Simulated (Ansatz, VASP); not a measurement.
# MgO in VASP and in Ansatz

```
Mg O
1.0
     3.31424    0.00000    0.00000
    -1.65712    2.87022    0.00000
     0.00000    0.00000    5.12234
Mg O
2 2
Cartesian
  0.0000 0.0000 -0.0432
  0.0000 1.9135 2.5180
  0.0000 0.0000 1.9640
  0.0000 1.9135 4.5252
```

Alike in both runs: functional PBE; k mesh 12 × 12 × 4; occupations gaussian, width 0.02 eV; no spin polarisation.

Ansatz relaxed the structure, and its values are those at the end. VASP's run is a single point on that final structure, the one shown.

|  | VASP | Ansatz |
| --- | --- | --- |
| version | VASP 6.6.1 | Ansatz 0.2.0 |
| potentials or method | VASP PAW PBE potentials, release 64 (Mg, O), cutoff 520 eV | scalar-relativistic, plane waves, PAW |
| valence electrons in the cell | 16 | 32 |

|  | VASP | Ansatz | Ansatz less VASP |
| --- | --- | --- | --- |
| gap on the k mesh at the Fermi level (eV) | 3.40 | 3.41 | +0.018 |
| least direct gap on the mesh (eV) | 3.40 | 3.41 | +0.018 |
| pressure (GPa) | -0.4 | 0.0 | +0.40 |

VASP's potentials hold 16 valence electrons a cell and Ansatz's 32, so a difference there can come from the potentials and not from the codes. Ansatz's warnings: structure snapped to symmetry.
